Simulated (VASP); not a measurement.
Sn:

```
CELL_PARAMETERS angstrom
0.00000 3.23334 3.23334
3.23334 0.00000 3.23334
3.23334 3.23334 0.00000
ATOMIC_POSITIONS crystal
Sn 0.00000 0.00000 0.00000
Sn 0.25000 0.25000 0.25000
```

Base run:

```yaml
Program: VASP 6.6.1
Functional: PBEsol
Potentials_or_basis: VASP PAW PBE potentials, release 64 (Sn_d)
Cutoff: 500 eV
k_mesh: 5 × 5 × 5
Occupations: methfessel-paxton, width 0.1 eV
Spin: no spin polarisation
```

Its results: band gap on the k mesh zero (band 14 reaches 5.70 eV, above the bottom of band 15 at 5.63 eV); pressure 1.7 GPa.

Problem. After a change of settings the same cell gave: band gap on the k mesh zero (filled and empty bands touch); pressure 3.4 GPa. Which change was it?
A. k mesh from 5 × 5 × 5 to 2 × 2 × 2
B. k mesh from 5 × 5 × 5 to 3 × 3 × 3
C. k mesh from 5 × 5 × 5 to 4 × 4 × 4

Solution. B.

Caveats: some runs use coarse meshes; the PAW data sets were made with another functional, which shifts forces and pressure a little; spin-orbit coupling is left out, which moves the levels of the heavy elements.
